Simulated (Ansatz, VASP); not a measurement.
# One calculation of Be4TeSe3, two programs

```xyz
8
Lattice="3.6700 -4.8876 0.0000 3.6700 4.8876 0.0000 0.0000 0.0000 3.6125" Properties=species:S:1:pos:R:3 pbc="T T T"
Be    3.6700    2.3790    0.0000
Be    1.9444    0.0000    1.8062
Be    5.3955    0.0000    1.8062
Be    3.6700   -2.3790    0.0000
Te    0.0000    0.0000    0.0000
Se    3.6700    0.0000    0.0000
Se    1.8350   -2.4438    1.8062
Se    1.8350    2.4438    1.8062
```

Change from the starting cell: species swapped into the Mn3NiO4 type (Cmmm, No. 65).

Alike in both runs: functional PBE; k mesh 2 × 2 × 3; occupations gaussian, width 0.15 eV; no spin polarisation.

Ansatz relaxed the structure, and its values are those at the end. VASP's run is a single point on that final structure, the one shown.

|  | VASP | Ansatz |
| --- | --- | --- |
| version | VASP 6.6.1 | Ansatz 0.2.0 |
| potentials or method | VASP PAW PBE potentials, release 64 (Be, Te, Se), cutoff 600 eV | scalar-relativistic, plane waves, PAW |
| valence electrons in the cell | 32 | 72 |

```tsv
	VASP	Ansatz	Ansatz less VASP
gap on the k mesh at the Fermi level (eV)	0.35	0.35	-0.001
least direct gap on the mesh (eV)	0.44	0.44	+0.001
pressure (GPa)	0.1	-0.1	-0.11
rms of the force components (eV/Å)	0.002	0.004	+0.0018
```

VASP's potentials hold 32 valence electrons a cell and Ansatz's 72, so a difference there can come from the potentials and not from the codes.

The k mesh is coarse, so the values compare programs but aren't converged. Neither program's run includes spin-orbit coupling.
